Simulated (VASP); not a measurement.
# SiNi in VASP: a series of runs

Runs on SiNi. Level: PBE. Tasks: single point.

All numbers are computed with VASP 6.6.1; they aren't measurements. Logs are shortened: lines on timing, memory, paths and dates and some standing lists are left out, and cuts for length are marked.

## Step 1: The cell of the first run

The cell holds an amorphous packing of atoms, 20 atoms: a = 6.401 Å, b = 6.413 Å, c = 6.563 Å, α = 89.27°, β = 89.96°, γ = 88.64°.

## Step 2: Single point, PBE

Contents of INCAR:

```
  PREC = Accurate
  ENCUT = 520
  EDIFF = 1E-7
  ISMEAR = -1
  SIGMA = 0.1534
  LREAL = Auto
  LASPH = T
  NELM = 60
  ALGO = Normal
  ISIF = 2
  LWAVE = F
  LCHARG = F
  GGA = PE
  NBANDS = 86
  ISYM = 0
```

Contents of KPOINTS:

```
Automatic mesh
0
Gamma
  1 1 1
  0.25 0.25 0.25
```

Contents of POSCAR:

```
SiNi
1.0
    6.4002940000      0.0757740000      0.0022980000
    0.0757740000      6.4122190000      0.0415250000
    0.0022980000      0.0415250000      6.5625770000
Si Ni
10 10
Direct
    0.9187388378      0.6201082716      0.2672954149
    0.7871069064      0.8749460650      0.4900898066
    1.0646371380      1.0474697109      0.8622035649
    0.8112050048      0.5145384924      0.8336966774
    0.3710842519      0.6478251371      0.3530839043
    0.2268759192      0.1306994003      0.2244557811
    0.1714320786      0.6199050332      0.7208927975
    0.3698003498      0.3135099823      0.5879610551
    0.6755598908      0.2901265645      0.1083697849
    0.5290813521      0.8399297172      1.0482865328
    0.1711620249      0.7586711031      0.0866732462
    0.1310029394     -0.1051863656      0.4734833312
    0.6825930254      0.4533736927      0.4377794057
    0.7327797804     -0.0047355658      0.7975636273
    0.8511749849      0.9664655446      0.1757577120
   -0.0128773392      0.3042552836      0.6593198665
    0.3837273792      0.1410971122      0.9223084372
    0.4924694987      0.0674943976      0.3908189725
    0.4389532727      0.5071507710      0.9382768156
    1.0810071883      0.3716716901      1.0135457730
```

Potentials or basis: VASP PAW PBE potentials, release 64 (Si, Ni).

The run is started by

```sh
$ cat potpaw_PBE.64/Si/POTCAR potpaw_PBE.64/Ni/POTCAR > POTCAR
$ mpirun -np 1 vasp_std > vasp.out
```

OUTCAR:

```text
PREC = Accurate
   ENCUT = 520
   EDIFF = 1E-7
   ISMEAR = -1
   LREAL = Auto
   LASPH = T
   NELM = 60
   ISIF = 2
   GGA = PE
   ISYM = 0

 ion  position               nearest neighbor table
   1  0.919  0.620  0.267-  13 2.17  11 2.20  15 2.32   2 2.35  20 2.53  12 2.64   9 2.86   5 2.96
                             4 3.02
   2  0.787  0.875  0.490-  15 2.18  14 2.19  12 2.21  18 2.32   1 2.35  13 2.83
   3  0.065  0.047  0.862-  16 2.15  17 2.18  14 2.20  20 2.32  11 2.44  15 2.52   6 2.66  12 2.77
                             7 2.97
   4  0.811  0.515  0.834-  16 2.09  20 2.26   9 2.46  19 2.48   7 2.53  13 2.76   1 3.02  10 3.08

   5  0.371  0.648  0.353-  11 2.26  12 2.33  13 2.39  10 2.56   8 2.62   7 2.74  18 2.83  19 2.91
                             1 2.96
   6  0.227  0.131  0.224-  18 2.05  17 2.22  20 2.25  12 2.31  11 2.59   3 2.66  15 2.67   8 2.83
                            10 2.90
   7  0.171  0.620  0.721-  19 2.33  12 2.39  16 2.41   8 2.48   4 2.53  20 2.55  11 2.57   5 2.74
                             3 2.97
   8  0.370  0.314  0.588-  18 2.18  13 2.42  17 2.45   7 2.48  16 2.50   5 2.62  19 2.67   6 2.83

   9  0.676  0.290  0.108-  19 2.31  15 2.37  13 2.41  17 2.45   4 2.46  18 2.62  20 2.73  14 2.82
                             1 2.86  10 3.09
  10  0.529  0.840  0.048-  17 2.27  14 2.33  19 2.35  11 2.37  15 2.39   5 2.56  18 2.70   6 2.90
                             4 3.08   9 3.09
  11  0.171  0.759  0.087-   1 2.20   5 2.26  10 2.37   3 2.44  15 2.49  19 2.53   7 2.57   6 2.59
                            20 2.61  12 2.71  17 3.02
  12  0.131  0.895  0.473-   2 2.21   6 2.31   5 2.33   7 2.39   1 2.64  18 2.64  15 2.68  11 2.71
                             3 2.77  16 3.03
  13  0.683  0.453  0.438-   1 2.17   5 2.39   9 2.41   8 2.42  16 2.59   4 2.76  18 2.80   2 2.83

  14  0.733  0.995  0.798-   2 2.19   3 2.20  10 2.33  17 2.54  15 2.60  16 2.74   9 2.82
  15  0.851  0.966  0.176-   2 2.18   1 2.32   9 2.37  10 2.39  11 2.49   3 2.52  14 2.60   6 2.67
                            12 2.68  18 2.76
  16  0.987  0.304  0.659-   4 2.09   3 2.15   7 2.41  20 2.45   8 2.50  13 2.59  14 2.74  12 3.03

  17  0.384  0.141  0.922-   3 2.18   6 2.22  10 2.27  19 2.39   8 2.45   9 2.45  20 2.49  14 2.54
                            11 3.02
  18  0.492  0.067  0.391-   6 2.05   8 2.18   2 2.32   9 2.62  12 2.64  10 2.70  15 2.76  13 2.80
                             5 2.83
  19  0.439  0.507  0.938-   9 2.31   7 2.33  10 2.35  17 2.39   4 2.48  20 2.52  11 2.53   8 2.67
                             5 2.91
  20  0.081  0.372  0.014-   6 2.25   4 2.26   3 2.32  16 2.45  17 2.49  19 2.52   1 2.53   7 2.55
                            11 2.61   9 2.73

IMPORTANT INFORMATION: All symmetrisations will be switched off!
NOSYMM: (Re-)initialisation of all symmetry stuff for point group C_1.

----------------------------------------------------------------------------------------

                                     Primitive cell

  volume of cell :     269.2800

  direct lattice vectors                    reciprocal lattice vectors
     6.400294000  0.075774000  0.002298000     0.156264697 -0.001846321 -0.000043036
     0.075774000  6.412219000  0.041525000    -0.001846321  0.155980459 -0.000986327
     0.002298000  0.041525000  6.562577000    -0.000043036 -0.000986327  0.152385421

  length of vectors
     6.400742946  6.412801145  6.562708777     0.156275610  0.155994504  0.152388619

  position of ions in fractional coordinates (direct lattice)
     0.918738838  0.620108272  0.267295415
     0.787106906  0.874946065  0.490089807
     0.064637138  0.047469711  0.862203565
     0.811205005  0.514538492  0.833696677
     0.371084252  0.647825137  0.353083904
     0.226875919  0.130699400  0.224455781
[... 12 lines left out ...]
     0.438953273  0.507150771  0.938276816
     0.081007188  0.371671690  0.013545773

  ion indices of the primitive-cell ions
   primitive index   ion index
                 1           1
                 2           2
                 3           3
                 4           4
                 5           5
                 6           6
[... 12 lines left out ...]
                19          19
                20          20

----------------------------------------------------------------------------------------

 KPOINTS: Automatic mesh

Automatic generation of k-mesh.
 Grid dimensions read from file:
 generate k-points for:    1    1    1

 Generating k-lattice:

  Cartesian coordinates                     Fractional coordinates (reciprocal lattice)
     0.156264697 -0.001846321 -0.000043036     1.000000000 -0.000000000  0.000000000
    -0.001846321  0.155980459 -0.000986327     0.000000000  1.000000000  0.000000000
    -0.000043036 -0.000986327  0.152385421     0.000000000 -0.000000000  1.000000000

  Length of vectors
     0.156275610  0.155994504  0.152388619

  Shift w.r.t. Gamma in fractional coordinates (k-lattice)
     0.250000000  0.250000000  0.250000000

 Subroutine IBZKPT returns following result:
 ===========================================

 Found      1 irreducible k-points:

 Following reciprocal coordinates:
            Coordinates               Weight
  0.250000  0.250000  0.250000      2.000000
   k-points           NKPTS =      1   k-points in BZ     NKDIM =      1   number of bands    NBANDS=     86
   number of dos      NEDOS =    301   number of ions     NIONS =     20
   total plane-waves  NPLWV = 115200
   dimension x,y,z NGX =    48 NGY =   48 NGZ =   50
   dimension x,y,z NGXF=    96 NGYF=   96 NGZF=  100
   ions per type =              10  10
   NGX,Y,Z   is equivalent  to a cutoff of  12.47, 12.44, 12.67 a.u.
   NGXF,Y,Z  is equivalent  to a cutoff of  24.93, 24.89, 25.33 a.u.
 SYSTEM =  unknown system
   PREC   = accura    normal or accurate (medium, high low for compatibility)
   ISTART =      0    job   : 0-new  1-cont  2-samecut
   ICHARG =      2    charge: 1-file 2-atom 10-const
   ISPIN  =      1    spin polarized calculation?
   LNONCOLLINEAR =      F non collinear calculations
   LSORBIT =      F    spin-orbit coupling
   LASPH  =      T    aspherical Exc in radial PAW
   ENCUT  =  520.0 eV  38.22 Ry    6.18 a.u.  11.90 11.92 12.20*2*pi/ulx,y,z
   NELM   =     60;   NELMIN=  2; NELMDL= -5     # of ELM steps
   EDIFF  = 0.1E-06   stopping-criterion for ELM
   LREAL  =      T    real-space projection
   EDIFFG = 0.1E-05   stopping-criterion for IOM
   NSW    =      0    number of steps for IOM
   IBRION =     -1    ionic relax: 0-MD 1-quasi-New 2-CG
   NFREE  =      0    steps in history (QN), initial steepest desc. (CG)
   ISIF   =      2    stress and relaxation
   ISYM   =      0    0-nonsym 1-usesym 2-fastsym
   POTIM  = 0.5000    time-step for ionic-motion
   TEBEG  =    0.0;   TEEND  =   0.0 temperature during run
   PSTRESS=    0.0 pullay stress
   NELECT =     140.0000    total number of electrons
   NUPDOWN=      -1.0000    fix difference up-down
   EMIN   =  10.00;   EMAX   =-10.00  energy-range for DOS
   EFERMI =   0.00;   METHOD = LEGACY
   ISMEAR =    -1;   SIGMA  =   0.15  broadening in eV -4-tet -1-fermi 0-gaus
   EFERMI_NEDOS =   21; number of points for ismear=-14 and -15
   IALGO  =     38    algorithm
   IMIX   =      4    mixing-type and parameters
     AMIX     =   0.40;   BMIX     =  1.00
     AMIX_MAG =   1.60;   BMIX_MAG =  1.00
  volume/ion in A,a.u.               =      13.46        90.86
  Fermi-wavevector in a.u.,A,eV,Ry     =   1.316385  2.487606 23.577108  1.732869
  Thomas-Fermi vector in A             =   2.446500
   LORBIT       =      0    0 simple, 1 ext, 2 COOP (PROOUT), +10 PAW based schemes
   GGA     = PE    functional components
   LHFCALC =     F    Hartree Fock is set to
   AEXX    =    0.0000 exact exchange contribution
   IVDW    =     0    specifies the selected vdW correction
   LEPSILON=     F    determine dielectric tensor
   LRPA    =     F    only Hartree local field effects (RPA)
 non-spin polarized calculation
  energy-cutoff  :      520.00
  volume of cell :      269.28
 maximum number of plane-waves:      7240
 NGX is ok and might be reduce to    48
   NGX = 23   NGY = 23   NGZ = 25

 number of electron     140.0000040 magnetization

 Free energy of the ion-electron system (eV)
  ---------------------------------------------------
  ext. energy  EPLUGINS =         0.00000000
  ---------------------------------------------------
  free energy    TOTEN  =      -111.05112895 eV

  energy without entropy =     -110.51428323  energy(sigma->0) =     -110.78270609

 E-fermi :   9.0513     XC(G=0): -11.5981

 val. band max:        8.9152527583   @ k =   0.2500   0.2500   0.2500
 cond. band min:       9.2201838232   @ k =   0.2500   0.2500   0.2500
 fundamental gap:      0.3049310649
 Fermi energy:         9.0513255937

 k-point     1 :       0.2500    0.2500    0.2500
  band No.  band energies     occupation
      1      -3.0678      2.00000
      2      -1.6997      2.00000
      3      -1.5443      2.00000
      4      -1.2027      2.00000
      5      -0.2068      2.00000
      6       0.1423      2.00000
[... 74 lines left out ...]
     81      11.2361      0.00000
     82      11.4915      0.00000
 [bands above 82 left out]

------------------------ aborting loop because EDIFF is reached ----------------------------------------

  FORCE on cell =-STRESS in cart. coord.  units (eV):
  Direction    XX          YY          ZZ          XY          YZ          ZX
  --------------------------------------------------------------------------------------
  -------------------------------------------------------------------------------------
  Total        7.3838325     -1.2543095      0.1052714    -11.1070059    -10.4174213     -5.7510057
  in kB       43.9327442     -7.4629616      0.6263498    -66.0850918    -61.9821623    -34.2176587
  external PRESSURE =      12.3653775 kB  Pullay stress =       0.0000000 kB

 VOLUME and BASIS-vectors are now :
 -----------------------------------------------------------------------------
  energy-cutoff  :      520.00
  volume of cell :      269.28
      direct lattice vectors                 reciprocal lattice vectors
     6.400294000  0.075774000  0.002298000     0.156264697 -0.001846321 -0.000043036
     0.075774000  6.412219000  0.041525000    -0.001846321  0.155980459 -0.000986327
     0.002298000  0.041525000  6.562577000    -0.000043036 -0.000986327  0.152385421

 POSITION                                       TOTAL-FORCE (eV/Angst)
 -----------------------------------------------------------------------------------
      5.92780      4.05699      1.78201         0.512433     -0.986431     -0.182260
      5.10514      5.69034      3.25439        -1.108204     -0.515674      1.427170
      0.41928      0.34509      5.66040        -0.647861     -1.599266      0.208283
      5.23285      3.39542      5.49443        -2.451613      1.498678      0.005833
      2.42495      4.19678      2.34489         0.687304     -0.213983      0.923093
      1.46249      0.86459      1.47896        -2.228140      0.411837     -0.499669
[... 12 lines left out ...]
      2.85002      3.32418      6.17958         1.021532      0.598064     -0.339409
      0.54666      2.38994      0.10451        -0.751873      0.576093      1.271955
 -----------------------------------------------------------------------------------
    total drift:                               -0.002929     -0.001759      0.003441

  FREE ENERGIE OF THE ION-ELECTRON SYSTEM (eV)
  ---------------------------------------------------
  free  energy   TOTEN  =      -111.0511289471 eV

  energy  without entropy=     -110.5142832261  energy(sigma->0) =     -110.78270609
```

Wall time 3 min (1 thread of AMD EPYC 7R43 (Zen 3), shared host); peak memory 0.28 GiB.

Results:

* Free energy: -111.0511 eV
* Pressure: 1.2 GPa
* Largest force: 2.913 eV/Å
* Band gap on the k mesh: 0.30 eV

Forces in eV/Å, atoms in the order of the input:
```
Si   0.512 -0.986 -0.182
Si  -1.108 -0.516  1.427
Si  -0.648 -1.599  0.208
Si  -2.452  1.499  0.006
Si   0.687 -0.214  0.923
Si  -2.228  0.412 -0.500
Si   0.071  0.323 -0.471
Si  -0.467  0.465  1.057
Si   0.499 -0.602  0.870
Si   0.804  0.315 -0.418
Ni   0.281  0.333 -0.840
Ni   0.657 -0.009  0.134
Ni  -0.973  0.029  0.205
Ni  -0.845  0.495  0.235
Ni   0.168  0.943 -0.890
Ni   1.029 -0.655 -2.487
Ni   1.082 -0.357 -0.764
Ni   2.660 -1.050  0.554
Ni   1.022  0.598 -0.339
Ni  -0.752  0.576  1.272
```

Caveat: the k points lie up to 0.98 Å⁻¹ apart.

## Step 3: Single point, PBE

Contents of INCAR:

```
SYSTEM = SiNi
PREC = Accurate ; ENCUT = 520
EDIFF = 1E-6 ; ISMEAR = -1
SIGMA = 0.0853 ; LREAL = Auto
LASPH = .TRUE. ; NELM = 80
ALGO = Normal ; ISIF = 2
LWAVE = .FALSE. ; LCHARG = .FALSE.
GGA = PE ; ISYM = 0
NBANDS = 86
```

KPOINTS is that of step 2.

Contents of POSCAR:

```
SiNi
1.0
    6.4002940000      0.0757740000      0.0022980000
    0.0757740000      6.4122190000      0.0415250000
    0.0022980000      0.0415250000      6.5625770000
Si Ni
10 10
Direct
    0.9789511822      0.5255256690      0.3065448096
    0.7503736804      0.8208127917      0.5254860080
    0.0738829932      0.0092339237      0.8378723447
    0.8176679467      0.5332435417      0.7897088386
    0.4523384249      0.6527023899      0.3282081200
    0.1552051663      0.1400073179      0.2786730784
    0.2335158929      0.6303827064      0.7228079364
    0.3926442613      0.2195704101      0.6155621553
    0.7312704227      0.2615706332      0.1283932851
    0.6065941206      0.8699653261     -0.0367551136
    0.2019202517      0.7522899060      0.0987854541
    0.1558479048      0.8639633258      0.4989699602
    0.6589726925      0.4321532873      0.4573746739
    0.7157327863      1.1222548489      0.7523949225
    0.8769993408      0.9000571226      0.1907975759
    1.0598183215      0.2877745359      0.5967484572
    0.3625582961      0.1508641455      0.9898751980
    0.5106121913      0.0192159041      0.3358527714
    0.5014899537      0.5278296270      0.9578311159
    0.0982436443      0.4142709221     -0.0627379098
```

Potentials or basis: VASP PAW PBE potentials, release 64 (Si, Ni).

The run is started by

```sh
$ cat potpaw_PBE.64/Si/POTCAR potpaw_PBE.64/Ni/POTCAR > POTCAR
$ mpirun -np 1 vasp_std > vasp.out
```

It took 2.3 min on 1 thread of AMD EPYC 7R43 (Zen 3), shared host; peak memory 0.29 GiB.

Results (log left out):

| Quantity | Value |
| --- | --- |
| Free energy | -113.0536 eV |
| Pressure | -6.4 GPa |
| Largest force | 2.348 eV/Å |
| Band gap on the k mesh | 0.36 eV |

Forces in eV/Å, atoms in the order of the input:
```
Si   0.592  0.097 -0.624
Si   0.864  0.145  0.158
Si  -0.341 -0.114  0.106
Si  -0.890 -0.273 -0.456
Si  -1.294  1.151 -0.551
Si   0.220  0.535 -1.284
Si   0.115 -0.448  0.602
Si   0.628  0.041  0.255
Si  -0.251 -0.238 -0.070
Si  -0.792 -0.204  0.373
Ni   0.175  0.623 -0.085
Ni  -0.490  0.654 -0.857
Ni   1.110 -1.278  0.660
Ni   0.030  0.373  0.012
Ni  -0.351  0.600  0.571
Ni  -0.913  0.055 -0.980
Ni   1.091 -1.017  0.134
Ni   0.550  0.085 -0.160
Ni   0.340 -0.107 -0.015
Ni  -0.394 -0.680  2.212
```

Stress tensor (GPa, compression positive):
```
-3.59 -7.70 -2.59
-7.70 -6.75 -6.66
-2.59 -6.66 -8.78
```

Levels at points of the mesh, in eV from the valence-band top:
| k point | band 67 | band 68 | band 69 | band 70 | band 71 | band 72 | band 73 | band 74 |
| --- | --- | --- | --- | --- | --- | --- | --- | --- |
| (0.25, 0.25, 0.25) | -0.70 | -0.55 | -0.14 | 0.00 | 0.36 | 0.51 | 0.77 | 0.99 |

Caveat: the k points lie up to 0.98 Å⁻¹ apart.

[end of part 1 of 2]
